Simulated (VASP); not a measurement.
# AlN (F-43m) in VASP: a series of runs, part 2 of 2

VASP 6.6.1.

### Step 3. Single point, PBE

This run uses another cell than the first one, of 10.67 Å³/atom, 1.091 times its volume.

The input, INCAR:

```
PREC = Accurate ; ENCUT = 600
EDIFF = 1E-6 ; ISMEAR = 0
SIGMA = 0.01 ; LREAL = F
LASPH = T ; NELM = 120
ALGO = Normal ; ISIF = 2
LWAVE = F ; LCHARG = F
GGA = PE ; NBANDS = 11
GGA_COMPAT = F
```

The input, KPOINTS:

```
regular mesh
0
Gamma
  8 8 8
```

The input, POSCAR:

```
AlN
1.0
    0.0000000000      2.2015836299      2.2015836299
    2.2015836299      0.0000000000      2.2015836299
    2.2015836299      2.2015836299      0.0000000000
Al N
1 1
Direct
    0.0000000000      0.0000000000      0.0000000000
    0.7500000000      0.7500000000      0.7500000000
```

Potentials or basis: VASP PAW PBE potentials, release 64 (Al, N).

Launch:

```console
$ cat potpaw_PBE.64/Al/POTCAR potpaw_PBE.64/N/POTCAR > POTCAR
$ mpirun -np 1 vasp_std > vasp.out
```

OUTCAR:

```text
PREC = Accurate
   ENCUT = 600
   EDIFF = 1E-6
   ISMEAR = 0
   LREAL = F
   LASPH = T
   NELM = 120
   ISIF = 2
   GGA = PE

 ion  position               nearest neighbor table
   1  0.000  0.000  0.000-   2 1.91   2 1.91   2 1.91   2 1.91
   2  0.750  0.750  0.750-   1 1.91   1 1.91   1 1.91   1 1.91

  LATTYP: Found a face centered cubic cell.
 ALAT       =     4.4031672598

  Lattice vectors:

 A1 = (   0.0000000000,   2.2015836299,   2.2015836299)
 A2 = (   2.2015836299,   0.0000000000,   2.2015836299)
 A3 = (   2.2015836299,   2.2015836299,   0.0000000000)

Analysis of symmetry for initial positions (statically):
=====================================================================
 Subroutine PRICEL returns:
 Original cell was already a primitive cell.

 Routine SETGRP: Setting up the symmetry group for a
 face centered cubic supercell.

 Subroutine GETGRP returns: Found 24 space group operations
 (whereof 24 operations were pure point group operations)
 out of a pool of 48 trial point group operations.

The static configuration has the point symmetry T_d .

Analysis of symmetry for dynamics (positions and initial velocities):
=====================================================================
 Subroutine PRICEL returns:
 Original cell was already a primitive cell.

 Routine SETGRP: Setting up the symmetry group for a
 face centered cubic supercell.

 Subroutine GETGRP returns: Found 24 space group operations
 (whereof 24 operations were pure point group operations)
 out of a pool of 48 trial point group operations.

The dynamic configuration has the point symmetry T_d .

 Subroutine INISYM returns: Found 24 space group operations
 (whereof 24 operations are pure point group operations),
 and found     1 'primitive' translations

----------------------------------------------------------------------------------------

                                     Primitive cell

  volume of cell :      21.3420

  direct lattice vectors                    reciprocal lattice vectors
     0.000000000  2.201583630  2.201583630    -0.227109247  0.227109247  0.227109247
[... 118 lines left out ...]
 Gauss-broadening in eV      SIGMA  =   0.01
  energy-cutoff  :      600.00
  volume of cell :       21.34
 maximum number of plane-waves:       725
 NGX is ok and might be reduce to    28
   NGX = 13   NGY = 13   NGZ = 13

 number of electron       8.0000000 magnetization

 Free energy of the ion-electron system (eV)
  ---------------------------------------------------
  ext. energy  EPLUGINS =         0.00000000
  ---------------------------------------------------
  free energy    TOTEN  =       -14.84880452 eV

  energy without entropy =      -14.84880452  energy(sigma->0) =      -14.84880452

 E-fermi :   5.8671     XC(G=0): -10.8292

 val. band max:        5.7451684693   @ k =   0.0000   0.0000   0.0000
 cond. band min:       9.0501330430   @ k =   0.5000   0.5000   0.0000
 fundamental gap:      3.3049645737
 Fermi energy:         5.8671134794

 k-point     1 :       0.0000    0.0000    0.0000
  band No.  band energies     occupation
      1      -9.0982      2.00000
      2       5.7452      2.00000
      3       5.7452      2.00000
      4       5.7452      2.00000
      5       9.7296      0.00000
      6      18.0688      0.00000
      7      18.0688      0.00000
      8      18.0688      0.00000
      9      23.2415      0.00000
     10      23.2415      0.00000
     11      24.5970      0.00000
[... 309 lines left out ...]
 k-point    24 :      -0.3750    0.2500    0.1250
  band No.  band energies     occupation
      1      -6.8117      2.00000
      2       0.6904      2.00000
      3       3.5510      2.00000
      4       4.6439      2.00000
      5      12.7691      0.00000
      6      14.7849      0.00000
      7      17.6765      0.00000
      8      18.2212      0.00000
      9      22.6144      0.00000
     10      24.2487      0.00000
     11      27.4460      0.00000

 [... further k-points ...]

------------------------ aborting loop because EDIFF is reached ----------------------------------------

  FORCE on cell =-STRESS in cart. coord.  units (eV):
  Direction    XX          YY          ZZ          XY          YZ          ZX
  --------------------------------------------------------------------------------------
  -------------------------------------------------------------------------------------
  Total       -0.0542544     -0.0542544     -0.0542544      0.0000000      0.0000000     -0.0000000
  in kB       -4.0729557     -4.0729557     -4.0729557      0.0000000      0.0000000     -0.0000000
  external PRESSURE =      -4.0729557 kB  Pullay stress =       0.0000000 kB

 VOLUME and BASIS-vectors are now :
 -----------------------------------------------------------------------------
  energy-cutoff  :      600.00
  volume of cell :       21.34
      direct lattice vectors                 reciprocal lattice vectors
     0.000000000  2.201583630  2.201583630    -0.227109247  0.227109247  0.227109247
     2.201583630  0.000000000  2.201583630     0.227109247 -0.227109247  0.227109247
     2.201583630  2.201583630  0.000000000     0.227109247  0.227109247 -0.227109247

 POSITION                                       TOTAL-FORCE (eV/Angst)
 -----------------------------------------------------------------------------------
      0.00000      0.00000      0.00000         0.000000      0.000000      0.000000
      3.30238      3.30238      3.30238        -0.000000     -0.000000     -0.000000
 -----------------------------------------------------------------------------------
    total drift:                               -0.000000     -0.000000     -0.000000

  FREE ENERGIE OF THE ION-ELECTRON SYSTEM (eV)
  ---------------------------------------------------
  free  energy   TOTEN  =       -14.8488045183 eV

  energy  without entropy=      -14.8488045183  energy(sigma->0) =      -14.84880452
```

Run time: 7.9 s. Hardware: 1 thread of Intel Xeon Platinum 8259CL at 2.50GHz (Skylake/Cascade Lake), shared host; peak memory 0.14 GiB.

What came out:

| Item | Value |
| --- | --- |
| Free energy | -14.8488 eV |
| Pressure | -0.4 GPa |
| Band gap on the k mesh | 3.30 eV, indirect (least direct gap 3.98 eV) |
